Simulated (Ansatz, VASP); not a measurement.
**One calculation of Ca3Nb, two programs**

```
CELL_PARAMETERS angstrom
4.61403 0.00000 0.00000
0.00000 4.61403 0.00000
0.00000 0.00000 4.61403
ATOMIC_POSITIONS crystal
Ca 0.00000 0.50000 0.50000
Ca 0.50000 0.00000 0.50000
Ca 0.50000 0.50000 0.00000
Nb 0.00000 0.00000 0.00000
```

Alike in both runs: task relaxation of cell and atoms; functional PBE; k mesh 4 × 4 × 4; occupations gaussian, width 0.1 eV; no spin polarisation.

```csv
,VASP,Ansatz
version,VASP 6.6.1,Ansatz 0.2.0
potentials or method,"VASP PAW PBE potentials, release 64 (Ca_sv, Nb_sv), cutoff 600 eV","scalar-relativistic, plane waves, PAW"
valence electrons in the cell,43,43
```

Ansatz gave:

* gap on the k mesh at the Fermi level, each at its own relaxed structure (eV): none
* relaxed volume (Å³/atom): 30.86
* relaxed length of the cell vector where the two differ most in proportion (Å): 4.979

Question: Estimate VASP's values.

Answer: gap on the k mesh at the Fermi level, each at its own relaxed structure (eV): none; relaxed volume (Å³/atom): 31.01; relaxed length of the cell vector where the two differ most in proportion (Å): 4.987.

A gap of «none» marks a metal or a gap that the smearing closes.

Noted on VASP's run: the volume moved by over 15 % at a fixed basis, so the end points are rough.
